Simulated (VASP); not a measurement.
A run of VASP 6.6.1:

Contents of INCAR:

```
SYSTEM = Pb
ALGO = Normal
EDIFF = 1E-6
ENCUT = 500
GGA = PE
GGA_COMPAT = .False.
ISIF = 2
ISMEAR = -1
LASPH = .True.
LCHARG = .True.
LELF = .True.
LREAL = .False.
LVHAR = .True.
LWAVE = .False.
NBANDS = 13
NELM = 120
PREC = Accurate
SIGMA = 0.1
```

The input KPOINTS:

```
k-points
0
Gamma
  6 6 6
  0 0 0
```

The input POSCAR:

```
Pb
1.0
    4.2989450000      0.0000000000      0.0000000000
    0.0000000000      4.2989450000      0.0000000000
    0.0000000000      0.0000000000      4.2989450000
Pb
1
Direct
    0.0000000000      0.0000000000      0.0000000000
```

Potentials or basis: VASP PAW PBE potentials, release 64 (Pb_d).

Launch:

```bash
$ cat potpaw_PBE.64/Pb_d/POTCAR > POTCAR
$ mpirun -np 1 vasp_std > vasp.out
```

Hardware: 1 thread of Intel(R) Xeon(R) Platinum 8488C (Sapphire Rapids) (shared host).

**Question.** How long does it take, and how much memory?

**Answer.** Wall time 8.1 s on 1 thread of Intel(R) Xeon(R) Platinum 8488C (Sapphire Rapids), with other jobs on the host, peak memory 0.17 GiB. Counts: scf iterations 12, k points 20.
